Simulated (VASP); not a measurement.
In, 1 atom in the cell. Symmetry: I4/mmm, No. 139, tetragonal system. The conventional cell has a = 3.975 Å, b = 3.975 Å, c = 3.378 Å, α = 90.00°, β = 90.00°, γ = 90.00°. Within 4.3 Å of In (site symmetry 4/mmm) lie 14 In at 3.28 to 3.97 Å.  This cell differs from its parent crystal: ratio of the length along z to the lengths across it x 0.85, volume and fractional coordinates fixed.

* Program: VASP 6.6.1
* Task: single point
* Functional: LDA
* Potentials or basis: VASP PAW LDA potentials, release 64 (In_d)
* Cutoff: 520 eV
* k mesh: 20 × 20 × 20
* Occupations: gaussian, width 0.15 eV
* Spin: no spin polarisation
* Dipole correction: no
* Further INCAR settings: ALGO = Fast; EDIFF = 1e-07; NBANDS = 12

Potentials or basis: VASP PAW LDA potentials, release 64 (In_d).

Launch:

```bash
$ cat potpaw_LDA.64/In_d/POTCAR > POTCAR
$ mpirun -np 1 vasp_std > vasp.out
```

Hardware: 1 thread of Intel(R) Xeon(R) Platinum 8488C (Sapphire Rapids), with other jobs on the host.

**Question.** How long does it take, and how much memory?

**Answer.** Run time: 110 s on 1 thread of Intel(R) Xeon(R) Platinum 8488C (Sapphire Rapids), on a shared host, peak memory 0.29 GiB. Counts: scf iterations 15, k points 641.
